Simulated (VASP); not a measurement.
# Bi (P2/m) in VASP: notebook

The runs below take Bi through single point, with PBE.

Everything below comes from runs of VASP 6.6.1. Logs are shortened: lines on timing, memory, paths and dates and some standing lists are left out, and cuts for length are marked.

## Step 1: The cell of the first run

It takes space group P2/m (No. 10, monoclinic). Conventional cell: a = 3.217 Å, b = 3.200 Å, c = 6.401 Å, α = 90.00°, β = 90.72°, γ = 90.00°. Bi (site symmetry m) has 6 Bi at 3.20 to 3.22 Å within 4.2 Å.

## Step 2: Single point, PBE

INCAR reads:

```
ALGO = Fast ; EDIFF = 1E-6
ENCUT = 520 ; GGA = PE
ISIF = 2 ; ISMEAR = -1
LASPH = True ; LCHARG = True
LELF = True ; LREAL = False
LVHAR = True ; LWAVE = False
NBANDS = 22 ; NELM = 80
PREC = Accurate ; SIGMA = 0.05
```

KPOINTS reads:

```
k-points
0
Gamma
  8 8 4
```

POSCAR reads:

```
Bi
1.0
    3.2166415224      0.0000000000      0.0000000000
    0.0000000000      3.2000209013      0.0000000000
   -0.0799148974      0.0000000000      6.4006399093
Bi
2
Direct
    0.5442472500      0.0000000000      0.7495778900
    0.4557527500      0.0000000000      0.2504221100
```

Potentials or basis: VASP PAW PBE potentials, release 64 (Bi_d).

The run is started by

```sh
> cat potpaw_PBE.64/Bi_d/POTCAR > POTCAR
> mpirun -np 1 vasp_std > vasp.out
```

OUTCAR:

```text
EDIFF = 1E-6
   ENCUT = 520
   GGA = PE
   ISIF = 2
   ISMEAR = -1
   LASPH = True
   LREAL = False
   NELM = 80
   PREC = Accurate

 ion  position               nearest neighbor table
   1  0.544  0.000  0.750-   2 3.20   2 3.22
   2  0.456  0.000  0.250-   1 3.20   1 3.22

  LATTYP: Found a simple monoclinic cell.
 ALAT       =     3.2166415224
 B/A-ratio  =     0.9948329271
 C/A-ratio  =     1.9900068852
 COS(beta)  =    -0.0124844813

  Lattice vectors:

 A1 = (   3.2166415224,   0.0000000000,   0.0000000000)
 A2 = (   0.0000000000,   3.2000209013,   0.0000000000)
 A3 = (  -0.0799148974,   0.0000000000,   6.4006399093)

Analysis of symmetry for initial positions (statically):
=====================================================================
 Subroutine PRICEL returns:
 Original cell was already a primitive cell.

 Routine SETGRP: Setting up the symmetry group for a
 simple monoclinic supercell.

 Subroutine GETGRP returns: Found  4 space group operations
 (whereof  4 operations were pure point group operations)
 out of a pool of  4 trial point group operations.

The static configuration has the point symmetry C_2h.

Analysis of symmetry for dynamics (positions and initial velocities):
=====================================================================
 Subroutine PRICEL returns:
 Original cell was already a primitive cell.

 Routine SETGRP: Setting up the symmetry group for a
 simple monoclinic supercell.

 Subroutine GETGRP returns: Found  4 space group operations
 (whereof  4 operations were pure point group operations)
 out of a pool of  4 trial point group operations.

The dynamic configuration has the point symmetry C_2h.

 Subroutine INISYM returns: Found  4 space group operations
 (whereof  4 operations are pure point group operations),
 and found     1 'primitive' translations

----------------------------------------------------------------------------------------

                                     Primitive cell

  volume of cell :      65.8838

  direct lattice vectors                    reciprocal lattice vectors
     3.216641522  0.000000000  0.000000000     0.310883259  0.000000000  0.003881519
     0.000000000  3.200020901  0.000000000     0.000000000  0.312497959  0.000000000
    -0.079914897  0.000000000  6.400639909     0.000000000  0.000000000  0.156234379

  length of vectors
     3.216641522  3.200020901  6.401138777     0.310907489  0.312497959  0.156234379

  position of ions in fractional coordinates (direct lattice)
     0.544247250  0.000000000  0.749577890
     0.455752750  0.000000000  0.250422110

  ion indices of the primitive-cell ions
   primitive index   ion index
                 1           1
                 2           2

----------------------------------------------------------------------------------------

 KPOINTS: k-points

Automatic generation of k-mesh.
 Grid dimensions read from file:
 generate k-points for:    8    8    4

 Generating k-lattice:

  Cartesian coordinates                     Fractional coordinates (reciprocal lattice)
     0.038860407  0.000000000  0.000485190     0.125000000  0.000000000  0.000000000
     0.000000000  0.039062245  0.000000000     0.000000000  0.125000000  0.000000000
     0.000000000  0.000000000  0.039058595     0.000000000  0.000000000  0.250000000

  Length of vectors
     0.038863436  0.039062245  0.039058595

  Shift w.r.t. Gamma in fractional coordinates (k-lattice)
     0.000000000  0.000000000  0.000000000

 Subroutine IBZKPT returns following result:
 ===========================================

 Found     90 irreducible k-points:

 Following reciprocal coordinates:
            Coordinates               Weight
  0.000000  0.000000  0.000000      1.000000
  0.125000  0.000000  0.000000      2.000000
  0.250000  0.000000  0.000000      2.000000
  0.375000  0.000000  0.000000      2.000000
  0.500000  0.000000  0.000000      1.000000
  0.000000  0.125000  0.000000      2.000000
[... 16 lines left out ...]
  0.250000  0.500000  0.000000      2.000000
  0.375000  0.500000  0.000000      2.000000
 [... further k-points ...]
   k-points           NKPTS =     90   k-points in BZ     NKDIM =     90   number of bands    NBANDS=     22
   number of dos      NEDOS =    301   number of ions     NIONS =      2
   total plane-waves  NPLWV =  27648
   dimension x,y,z NGX =    24 NGY =   24 NGZ =   48
   dimension x,y,z NGXF=    48 NGYF=   48 NGZF=   96
   ions per type =               2
   NGX,Y,Z   is equivalent  to a cutoff of  12.40, 12.47, 12.47 a.u.
   NGXF,Y,Z  is equivalent  to a cutoff of  24.81, 24.94, 24.93 a.u.
 SYSTEM =  unknown system
   PREC   = accura    normal or accurate (medium, high low for compatibility)
   ISTART =      0    job   : 0-new  1-cont  2-samecut
   ICHARG =      2    charge: 1-file 2-atom 10-const
   ISPIN  =      1    spin polarized calculation?
   LNONCOLLINEAR =      F non collinear calculations
   LSORBIT =      F    spin-orbit coupling
   LASPH  =      T    aspherical Exc in radial PAW
   ENCUT  =  520.0 eV  38.22 Ry    6.18 a.u.   5.98  5.95 11.90*2*pi/ulx,y,z
   NELM   =     80;   NELMIN=  2; NELMDL= -5     # of ELM steps
   EDIFF  = 0.1E-05   stopping-criterion for ELM
   LREAL  =      F    real-space projection
   EDIFFG = 0.1E-04   stopping-criterion for IOM
   NSW    =      0    number of steps for IOM
   IBRION =     -1    ionic relax: 0-MD 1-quasi-New 2-CG
   NFREE  =      0    steps in history (QN), initial steepest desc. (CG)
   ISIF   =      2    stress and relaxation
   ISYM   =      2    0-nonsym 1-usesym 2-fastsym
   POTIM  = 0.5000    time-step for ionic-motion
   TEBEG  =    0.0;   TEEND  =   0.0 temperature during run
   PSTRESS=    0.0 pullay stress
   NELECT =      30.0000    total number of electrons
   NUPDOWN=      -1.0000    fix difference up-down
   EMIN   =  10.00;   EMAX   =-10.00  energy-range for DOS
   EFERMI =   0.00;   METHOD = LEGACY
   ISMEAR =    -1;   SIGMA  =   0.05  broadening in eV -4-tet -1-fermi 0-gaus
   EFERMI_NEDOS =   21; number of points for ismear=-14 and -15
   IALGO  =     68    algorithm
   IMIX   =      4    mixing-type and parameters
     AMIX     =   0.40;   BMIX     =  1.00
     AMIX_MAG =   1.60;   BMIX_MAG =  1.00
  volume/ion in A,a.u.               =      32.94       222.30
  Fermi-wavevector in a.u.,A,eV,Ry     =   1.259473  2.380059 21.582554  1.586273
  Thomas-Fermi vector in A             =   2.393031
   LORBIT       =      0    0 simple, 1 ext, 2 COOP (PROOUT), +10 PAW based schemes
   GGA     = PE    functional components
   LHFCALC =     F    Hartree Fock is set to
   AEXX    =    0.0000 exact exchange contribution
   IVDW    =     0    specifies the selected vdW correction
   LEPSILON=     F    determine dielectric tensor
   LRPA    =     F    only Hartree local field effects (RPA)
 non-spin polarized calculation
 RMM-DIIS sequential band-by-band and
  energy-cutoff  :      520.00
  volume of cell :       65.88
 maximum number of plane-waves:      1796
   NGX = 11   NGY = 11   NGZ = 23

 number of electron      30.0000023 magnetization

 Free energy of the ion-electron system (eV)
  ---------------------------------------------------
  ext. energy  EPLUGINS =         0.00000000
  ---------------------------------------------------
  free energy    TOTEN  =        -7.62828122 eV

  energy without entropy =       -7.61417758  energy(sigma->0) =       -7.62122940

 E-fermi :   7.0545     XC(G=0):  -9.8853

 val. band max:        7.0497404656   @ k =  -0.3750   0.2500   0.2500
 cond. band min:       7.0619568449   @ k =   0.1250   0.2500   0.2500
 fundamental gap:      0.0122163793
 Fermi energy:         7.0545149205

 k-point     1 :       0.0000    0.0000    0.0000
  band No.  band energies     occupation
      1     -15.9429      2.00000
      2     -15.9320      2.00000
      3     -15.9247      2.00000
      4     -15.6667      2.00000
      5     -15.6657      2.00000
      6     -15.6466      2.00000
[... 14 lines left out ...]
     21      15.2264      0.00000
     22      16.9799      0.00000

 k-point     2 :       0.1250    0.0000    0.0000
  band No.  band energies     occupation
      1     -15.9389      2.00000
      2     -15.8940      2.00000
      3     -15.8904      2.00000
      4     -15.6837      2.00000
      5     -15.6652      2.00000
      6     -15.6291      2.00000
[... 14 lines left out ...]
     21      15.2318      0.00000
     22      17.1320      0.00000

 k-point     3 :       0.2500    0.0000    0.0000
  band No.  band energies     occupation
      1     -15.9329      2.00000
      2     -15.8350      2.00000
      3     -15.7865      2.00000
      4     -15.7272      2.00000
      5     -15.6615      2.00000
      6     -15.6301      2.00000
[... 14 lines left out ...]
     21      15.6886      0.00000
     22      18.0086      0.00000

 k-point     4 :       0.3750    0.0000    0.0000
  band No.  band energies     occupation
      1     -15.9271      2.00000
      2     -15.7969      2.00000
      3     -15.7701      2.00000
      4     -15.6826      2.00000
      5     -15.6619      2.00000
      6     -15.6579      2.00000
[... 14 lines left out ...]
     21      16.4663      0.00000
     22      18.6340      0.00000

 k-point     5 :       0.5000    0.0000    0.0000
  band No.  band energies     occupation
      1     -15.9247      2.00000
      2     -15.7881      2.00000
      3     -15.7852      2.00000
      4     -15.6756      2.00000
      5     -15.6643      2.00000
      6     -15.6568      2.00000
[... 417 lines left out ...]
 k-point    22 :       0.1250    0.5000    0.0000
  band No.  band energies     occupation
      1     -15.8851      2.00000
      2     -15.7905      2.00000
      3     -15.7304      2.00000
      4     -15.6874      2.00000
      5     -15.6776      2.00000
      6     -15.6722      2.00000
[... 14 lines left out ...]
     21      17.1384      0.00000
     22      17.4352      0.00000

 k-point    23 :       0.2500    0.5000    0.0000
  band No.  band energies     occupation
      1     -15.8256      2.00000
      2     -15.7849      2.00000
      3     -15.7304      2.00000
      4     -15.7185      2.00000
      5     -15.7140      2.00000
      6     -15.6667      2.00000
[... 14 lines left out ...]
     21      14.9666      0.00000
     22      15.2341      0.00000

 k-point    24 :       0.3750    0.5000    0.0000
  band No.  band energies     occupation
      1     -15.7864      2.00000
      2     -15.7794      2.00000
      3     -15.7729      2.00000
      4     -15.7590      2.00000
      5     -15.7550      2.00000
      6     -15.6633      2.00000
[... 14 lines left out ...]
     21      13.1544      0.00000
     22      14.6469      0.00000

 [... further k-points ...]

------------------------ aborting loop because EDIFF is reached ----------------------------------------

  FORCE on cell =-STRESS in cart. coord.  units (eV):
  Direction    XX          YY          ZZ          XY          YZ          ZX
  --------------------------------------------------------------------------------------
  -------------------------------------------------------------------------------------
  Total        1.2849156      1.6225666      1.1765145      0.0000000      0.0000000     -0.0579237
  in kB       31.2468542     39.4579237     28.6107334      0.0000000      0.0000000     -1.4086008
  external PRESSURE =      33.1051704 kB  Pullay stress =       0.0000000 kB

 VOLUME and BASIS-vectors are now :
 -----------------------------------------------------------------------------
  energy-cutoff  :      520.00
  volume of cell :       65.88
      direct lattice vectors                 reciprocal lattice vectors
     3.216641522  0.000000000  0.000000000     0.310883259  0.000000000  0.003881519
     0.000000000  3.200020901  0.000000000     0.000000000  0.312497959  0.000000000
    -0.079914897  0.000000000  6.400639909     0.000000000  0.000000000  0.156234379

 POSITION                                       TOTAL-FORCE (eV/Angst)
 -----------------------------------------------------------------------------------
      1.69075      0.00000      4.79778         0.019525     -0.000000     -0.007671
      1.44598      0.00000      1.60286        -0.019525      0.000000      0.007671
 -----------------------------------------------------------------------------------
    total drift:                                0.000000     -0.000000      0.000000

  FREE ENERGIE OF THE ION-ELECTRON SYSTEM (eV)
  ---------------------------------------------------
  free  energy   TOTEN  =        -7.6282812165 eV

  energy  without entropy=       -7.6141775770  energy(sigma->0) =       -7.62122940
```

It took 33 s on 1 thread of Intel Xeon 6975P-C (Granite Rapids), shared host; peak memory 0.22 GiB.

Results:

- Free energy: -7.6283 eV
- Pressure: 3.3 GPa
- Largest force: 0.021 eV/Å
- Band gap on the k mesh: zero (band 15 reaches 11.05 eV, above the bottom of band 16 at 4.60 eV)

Forces on the atoms (eV/Å):
```
Bi   0.020  0.000 -0.008
Bi  -0.020  0.000  0.008
```

Levels at points of the mesh, in eV from the Fermi level:
```csv
k point,band 11,band 12,band 13,band 14,band 15,band 16,band 17,band 18,band 19,band 20
"(0.00, 0.00, 0.00)",-13.36,-11.32,-5.17,3.28,3.33,3.34,4.94,5.36,6.66,8.02
"(0.50, 0.00, 0.00)",-11.34,-9.38,-5.13,-3.29,-3.15,2.36,5.35,5.61,7.40,9.89
"(0.00, 0.50, 0.00)",-11.30,-9.28,-5.18,-3.23,-3.21,2.69,5.31,5.35,7.09,9.82
"(0.50, 0.50, 0.00)",-9.30,-7.30,-3.24,-3.16,-1.46,-1.42,-1.28,2.72,5.00,5.31
"(0.00, 0.00, 0.50)",-12.58,-12.56,-1.86,-1.83,3.99,4.08,4.19,4.21,7.75,7.83
"(0.50, 0.00, 0.50)",-10.60,-10.56,-4.43,-4.40,0.20,0.29,5.39,5.44,6.21,6.25
"(0.00, 0.50, 0.50)",-10.54,-10.52,-4.39,-4.38,0.22,0.26,5.44,5.44,6.06,6.16
"(0.50, 0.50, 0.50)",-8.56,-8.52,-2.50,-2.48,-2.46,-2.45,2.23,2.34,3.42,3.44
```

Caveat: spin-orbit coupling is left out, which moves the levels of the heavy elements.

[end of part 1 of 2]
